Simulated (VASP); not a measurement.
# Be2SnCl6 (Fm-3m) in VASP: density of states with PBE

Aim: the density of states of Be2SnCl6 with PBE.

Everything below comes from runs of VASP 6.6.1. Logs are shortened: lines on timing, memory, paths and dates and some standing lists are left out, and cuts for length are marked.

## Step 1: The cell of the first run

It takes space group Fm-3m (No. 225, cubic). The conventional cell has a = 9.643 Å, b = 9.643 Å, c = 9.643 Å, α = 90.00°, β = 90.00°, γ = 90.00°. Within 4.5 Å of Be (site symmetry -43m) lie 12 Cl at 3.41 Å and 4 Sn at 4.18 Å. Within 3.2 Å of Sn (site symmetry m-3m) lie 6 Cl at 2.44 Å. Cl (site symmetry 4mm) has 1 Sn at 2.44 Å within 3.2 Å.

## Step 2: Density of states, PBE

POSCAR

```
Be2SnCl6
1.0
    0.0000000000      4.8216336535      4.8216336535
    4.8216336535      0.0000000000      4.8216336535
    4.8216336535      4.8216336535      0.0000000000
Be Sn Cl
2 1 6
Direct
    0.2500000000      0.2500000000      0.2500000000
    0.7500000000      0.7500000000      0.7500000000
    0.0000000000      0.0000000000      0.0000000000
    0.7471112706      0.2528887294      0.7471112706
    0.2528887294      0.2528887294      0.7471112706
    0.7471112706      0.7471112706      0.2528887294
    0.2528887294      0.7471112706      0.2528887294
    0.2528887294      0.7471112706      0.7471112706
    0.7471112706      0.2528887294      0.2528887294
```

INCAR.step1

```
ALGO = Normal
EDIFF = 1E-6
ENCUT = 520
GGA = PE
ISIF = 2
ISMEAR = 0
LASPH = True
LCHARG = True
LREAL = False
LWAVE = False
NBANDS = 40
NELM = 100
PREC = Accurate
SIGMA = 0.1
```

KPOINTS.step1

```
k-points
0
Gamma
  8 8 8
```

INCAR.step2

```
ALGO = Normal
EDIFF = 1E-6
ENCUT = 520
GGA = PE
ICHARG = 11
ISIF = 2
ISMEAR = -5
LASPH = True
LCHARG = False
LORBIT = 11
LREAL = False
LWAVE = False
NEDOS = 2001
NELM = 100
PREC = Accurate
SIGMA = 0.1
```

KPOINTS.step2

```
k-points
0
Gamma
  12 12 12
```

Potentials or basis: VASP PAW PBE potentials, release 64 (Be, Sn_d, Cl).

Command:

```sh
cat potpaw_PBE.64/Be/POTCAR potpaw_PBE.64/Sn_d/POTCAR potpaw_PBE.64/Cl/POTCAR > POTCAR
cp INCAR.step1 INCAR
cp KPOINTS.step1 KPOINTS
mpirun -np 1 vasp_std > vasp.out
cp INCAR.step2 INCAR
cp KPOINTS.step2 KPOINTS
mpirun -np 1 vasp_std > vasp.out
```

OUTCAR:

```text
EDIFF = 1E-6
   ENCUT = 520
   GGA = PE
   ICHARG = 11
   ISIF = 2
   ISMEAR = -5
   LASPH = True
   LORBIT = 11
   LREAL = False
   NELM = 100
   PREC = Accurate

 ion  position               nearest neighbor table
   1  0.250  0.250  0.250-
   2  0.750  0.750  0.750-
   3  0.000  0.000  0.000-   4 2.44   5 2.44   6 2.44   7 2.44   8 2.44   9 2.44
   4  0.747  0.253  0.747-   3 2.44
   5  0.253  0.253  0.747-   3 2.44
   6  0.747  0.747  0.253-   3 2.44
   7  0.253  0.747  0.253-   3 2.44
   8  0.253  0.747  0.747-   3 2.44
   9  0.747  0.253  0.253-   3 2.44

  LATTYP: Found a face centered cubic cell.
 ALAT       =     9.6432673070

  Lattice vectors:

 A1 = (   0.0000000000,   4.8216336535,   4.8216336535)
 A2 = (   4.8216336535,   0.0000000000,   4.8216336535)
 A3 = (   4.8216336535,   4.8216336535,   0.0000000000)

Analysis of symmetry for initial positions (statically):
=====================================================================
 Subroutine PRICEL returns:
 Original cell was already a primitive cell.

 Routine SETGRP: Setting up the symmetry group for a
 face centered cubic supercell.

 Subroutine GETGRP returns: Found 48 space group operations
 (whereof 48 operations were pure point group operations)
 out of a pool of 48 trial point group operations.

The static configuration has the point symmetry O_h .

Analysis of symmetry for dynamics (positions and initial velocities):
=====================================================================
 Subroutine PRICEL returns:
 Original cell was already a primitive cell.

 Routine SETGRP: Setting up the symmetry group for a
 face centered cubic supercell.

 Subroutine GETGRP returns: Found 48 space group operations
 (whereof 48 operations were pure point group operations)
 out of a pool of 48 trial point group operations.

The dynamic configuration has the point symmetry O_h .

 Subroutine INISYM returns: Found 48 space group operations
 (whereof 48 operations are pure point group operations),
 and found     1 'primitive' translations

----------------------------------------------------------------------------------------

                                     Primitive cell

  volume of cell :     224.1881

  direct lattice vectors                    reciprocal lattice vectors
     0.000000000  4.821633654  4.821633654    -0.103699293  0.103699293  0.103699293
     4.821633654  0.000000000  4.821633654     0.103699293 -0.103699293  0.103699293
     4.821633654  4.821633654  0.000000000     0.103699293  0.103699293 -0.103699293

  length of vectors
     6.818819706  6.818819706  6.818819706     0.179612444  0.179612444  0.179612444

  position of ions in fractional coordinates (direct lattice)
     0.250000000  0.250000000  0.250000000
     0.750000000  0.750000000  0.750000000
     0.000000000  0.000000000  0.000000000
     0.747111271  0.252888729  0.747111271
     0.252888729  0.252888729  0.747111271
     0.747111271  0.747111271  0.252888729
     0.252888729  0.747111271  0.252888729
     0.252888729  0.747111271  0.747111271
     0.747111271  0.252888729  0.252888729

  ion indices of the primitive-cell ions
   primitive index   ion index
                 1           1
                 2           2
                 3           3
                 4           4
                 5           5
                 6           6
                 7           7
                 8           8
                 9           9

----------------------------------------------------------------------------------------

 KPOINTS: k-points

Automatic generation of k-mesh.
 Grid dimensions read from file:
 generate k-points for:   12   12   12

 Generating k-lattice:

  Cartesian coordinates                     Fractional coordinates (reciprocal lattice)
    -0.008641608  0.008641608  0.008641608     0.083333333  0.000000000  0.000000000
     0.008641608 -0.008641608  0.008641608     0.000000000  0.083333333  0.000000000
     0.008641608  0.008641608 -0.008641608     0.000000000  0.000000000  0.083333333

  Length of vectors
     0.014967704  0.014967704  0.014967704

  Shift w.r.t. Gamma in fractional coordinates (k-lattice)
     0.000000000  0.000000000  0.000000000

 TETIRR: Found    247 inequivalent tetrahedra from    10368

 Subroutine IBZKPT returns following result:
 ===========================================

 Found     72 irreducible k-points:

 Following reciprocal coordinates:
            Coordinates               Weight
  0.000000  0.000000  0.000000      1.000000
  0.083333  0.000000  0.000000      8.000000
  0.166667  0.000000  0.000000      8.000000
  0.250000  0.000000  0.000000      8.000000
  0.333333  0.000000  0.000000      8.000000
  0.416667  0.000000  0.000000      8.000000
[... 16 lines left out ...]
  0.500000  0.166667  0.000000     24.000000
 -0.416667  0.166667  0.000000     24.000000
 [... further k-points ...]
   k-points           NKPTS =     72   k-points in BZ     NKDIM =     72   number of bands    NBANDS=     36
   number of dos      NEDOS =   2001   number of ions     NIONS =      9
   total plane-waves  NPLWV = 157464
   dimension x,y,z NGX =    54 NGY =   54 NGZ =   54
   dimension x,y,z NGXF=   108 NGYF=  108 NGZF=  108
   ions per type =               2   1   6
   NGX,Y,Z   is equivalent  to a cutoff of  13.17, 13.17, 13.17 a.u.
   NGXF,Y,Z  is equivalent  to a cutoff of  26.33, 26.33, 26.33 a.u.
 SYSTEM =  unknown system
   PREC   = accura    normal or accurate (medium, high low for compatibility)
   ISTART =      0    job   : 0-new  1-cont  2-samecut
   ICHARG =     11    charge: 1-file 2-atom 10-const
   ISPIN  =      1    spin polarized calculation?
   LNONCOLLINEAR =      F non collinear calculations
   LSORBIT =      F    spin-orbit coupling
   LASPH  =      T    aspherical Exc in radial PAW
   ENCUT  =  520.0 eV  38.22 Ry    6.18 a.u.  12.68 12.68 12.68*2*pi/ulx,y,z
   NELM   =    100;   NELMIN=  2; NELMDL=  0     # of ELM steps
   EDIFF  = 0.1E-05   stopping-criterion for ELM
   LREAL  =      F    real-space projection
   EDIFFG = 0.1E-04   stopping-criterion for IOM
   NSW    =      0    number of steps for IOM
   IBRION =     -1    ionic relax: 0-MD 1-quasi-New 2-CG
   NFREE  =      0    steps in history (QN), initial steepest desc. (CG)
   ISIF   =      2    stress and relaxation
   ISYM   =      2    0-nonsym 1-usesym 2-fastsym
   POTIM  = 0.5000    time-step for ionic-motion
   TEBEG  =    0.0;   TEEND  =   0.0 temperature during run
   PSTRESS=    0.0 pullay stress
   NELECT =      60.0000    total number of electrons
   NUPDOWN=      -1.0000    fix difference up-down
   EMIN   =  10.00;   EMAX   =-10.00  energy-range for DOS
   EFERMI =   0.00;   METHOD = LEGACY
   ISMEAR =    -5;   SIGMA  =   0.10  broadening in eV -4-tet -1-fermi 0-gaus
   EFERMI_NEDOS =   21; number of points for ismear=-14 and -15
   IALGO  =     38    algorithm
   IMIX   =      4    mixing-type and parameters
     AMIX     =   0.40;   BMIX     =  1.00
     AMIX_MAG =   1.60;   BMIX_MAG =  1.00
  volume/ion in A,a.u.               =      24.91       168.10
  Fermi-wavevector in a.u.,A,eV,Ry     =   1.055005  1.993670 15.143758  1.113035
  Thomas-Fermi vector in A             =   2.190186
   LORBIT       =     11    0 simple, 1 ext, 2 COOP (PROOUT), +10 PAW based schemes
   GGA     = PE    functional components
   LHFCALC =     F    Hartree Fock is set to
   AEXX    =    0.0000 exact exchange contribution
   IVDW    =     0    specifies the selected vdW correction
   LEPSILON=     F    determine dielectric tensor
   LRPA    =     F    only Hartree local field effects (RPA)
 non-spin polarized calculation
 Fermi weights with tetrahedron method with Bloechl corrections
  energy-cutoff  :      520.00
  volume of cell :      224.19
 maximum number of plane-waves:      6062
 NGX is ok and might be reduce to    54

 number of electron      60.0000008 magnetization

 Free energy of the ion-electron system (eV)
  ---------------------------------------------------
  ext. energy  EPLUGINS =         0.00000000
  ---------------------------------------------------
  free energy    TOTEN  =       -21.98790661 eV

  energy without entropy =      -21.98790661  energy(sigma->0) =      -21.98790661

 E-fermi :   2.1135     XC(G=0):  -8.4195

 val. band max:        2.1163783024   @ k =   0.5000   0.0833   0.0000
 cond. band min:       2.1093396021   @ k =   0.4167   0.3333   0.0000
 fundamental gap:     -0.0070387003
 Fermi energy:         2.1134957696

 k-point     1 :       0.0000    0.0000    0.0000
  band No.  band energies     occupation
      1     -19.8857      2.00000
      2     -19.8857      2.00000
      3     -19.7055      2.00000
      4     -19.7055      2.00000
      5     -19.7055      2.00000
      6     -13.7109      2.00000
[... 28 lines left out ...]
     35       6.1544      0.00000
     36       6.1609      0.00000

 k-point     2 :       0.0833    0.0000    0.0000
  band No.  band energies     occupation
      1     -19.8857      2.00000
      2     -19.8857      2.00000
      3     -19.7055      2.00000
      4     -19.7055      2.00000
      5     -19.7055      2.00000
      6     -13.7001      2.00000
[... 28 lines left out ...]
     35       6.1193      0.00000
     36       6.1242      0.00000
[... 817 lines left out ...]
     35       5.5811      0.00000
     36       5.6915      0.00000

 k-point    24 :      -0.4167    0.1667    0.0000
  band No.  band energies     occupation
      1     -19.8860      2.00000
      2     -19.8859      2.00000
      3     -19.7054      2.00000
      4     -19.7054      2.00000
      5     -19.7054      2.00000
      6     -13.4687      2.00000
[... 28 lines left out ...]
     35       5.5354      0.00000
     36       5.6473      0.00000

 [... further k-points ...]
[... 5 lines left out ...]
  --------------------------------------------------------------------------------------
  -------------------------------------------------------------------------------------
  Total       -0.1998319     -0.1998319     -0.1998319     -0.0000000      0.0000000      0.0000000
  in kB       -1.4281137     -1.4281137     -1.4281137     -0.0000000      0.0000000      0.0000000
  external PRESSURE =      -1.4281137 kB  Pullay stress =       0.0000000 kB

 VOLUME and BASIS-vectors are now :
 -----------------------------------------------------------------------------
  energy-cutoff  :      520.00
  volume of cell :      224.19
      direct lattice vectors                 reciprocal lattice vectors
     0.000000000  4.821633654  4.821633654    -0.103699293  0.103699293  0.103699293
     4.821633654  0.000000000  4.821633654     0.103699293 -0.103699293  0.103699293
     4.821633654  4.821633654  0.000000000     0.103699293  0.103699293 -0.103699293

 POSITION                                       TOTAL-FORCE (eV/Angst)
 -----------------------------------------------------------------------------------
      2.41082      2.41082      2.41082         0.000000      0.000000      0.000000
      7.23245      7.23245      7.23245        -0.000000      0.000000      0.000000
      0.00000      0.00000      0.00000         0.000000      0.000000      0.000000
      4.82163      7.20459      4.82163         0.000000      0.008840      0.000000
      4.82163      4.82163      2.43867         0.000000      0.000000     -0.008840
      4.82163      4.82163      7.20459         0.000000      0.000000      0.008840
      4.82163      2.43867      4.82163         0.000000     -0.008840      0.000000
      7.20459      4.82163      4.82163         0.008840      0.000000      0.000000
      2.43867      4.82163      4.82163        -0.008840      0.000000      0.000000
 -----------------------------------------------------------------------------------
    total drift:                                0.000000     -0.000000     -0.000000

  FREE ENERGIE OF THE ION-ELECTRON SYSTEM (eV)
  ---------------------------------------------------
  free  energy   TOTEN  =       -21.9879066132 eV

  energy  without entropy=      -21.9879066132  energy(sigma->0) =      -21.98790661

 total charge

# of ion       s       p       d       tot
------------------------------------------
    1        0.437   0.056   0.000   0.492
    2        0.437   0.056   0.000   0.492
    3        0.965   1.008  10.213  12.186
    4        1.613   3.483   0.000   5.096
    5        1.613   3.483   0.000   5.096
    6        1.613   3.483   0.000   5.096
    7        1.613   3.483   0.000   5.096
    8        1.613   3.483   0.000   5.096
    9        1.613   3.483   0.000   5.096
--------------------------------------------------
tot         11.515  22.018  10.213  43.746
```

It took 20 min on 1 thread of Intel Xeon Platinum 8375C at 2.90GHz (Ice Lake), shared host; peak memory 0.71 GiB.

Results:

```
Valence electrons inside the program's atomic spheres : Be 0.49; Sn 12.19; Cl 5.10
```

Caveat: spin-orbit coupling is left out, which moves the levels of the heavy elements; tetrahedron occupations give inexact forces and stress in metals.
